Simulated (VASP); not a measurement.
GaN, 4 atoms in the cell. It takes space group P6_3mc (No. 186, hexagonal). Conventional cell: a = 3.183 Å, b = 3.183 Å, c = 5.184 Å, α = 90.00°, β = 90.00°, γ = 120.00°. Within 2.6 Å of Ga (site symmetry 3m) lie 4 N at 1.95 Å. Within 2.6 Å of N (site symmetry 3m) lie 4 Ga at 1.95 Å. 

- Program: VASP 6.6.1
- Task: single point
- Functional: r2SCAN
- Potentials or basis: VASP PAW PBE potentials, release 64 (Ga_d, N_h)
- Cutoff: 910 eV
- k mesh: 12 × 12 × 6
- Occupations: gaussian, width 0.02 eV
- Spin: no spin polarisation
- Dipole correction: no
- Further INCAR settings: ALGO = Normal; EDIFF = 1e-06; NBANDS = 26

Potentials or basis: VASP PAW PBE potentials, release 64 (Ga_d, N_h).

Run with:

```bash
$ cat potpaw_PBE.64/Ga_d/POTCAR potpaw_PBE.64/N_h/POTCAR > POTCAR
$ cp INCAR.step1 INCAR
$ mpirun -np 1 vasp_std > vasp.out
$ cp INCAR.step2 INCAR
$ mpirun -np 1 vasp_std > vasp.out
```

Hardware: 1 thread of Intel(R) Xeon(R) 6975P-C (Granite Rapids), with other jobs on the host.

Question: Estimate the wall time of this run.

Answer: Run time: 4.9 min on 1 thread of Intel(R) Xeon(R) 6975P-C (Granite Rapids), on a shared host, peak memory 0.35 GiB. Counts: k points 76.
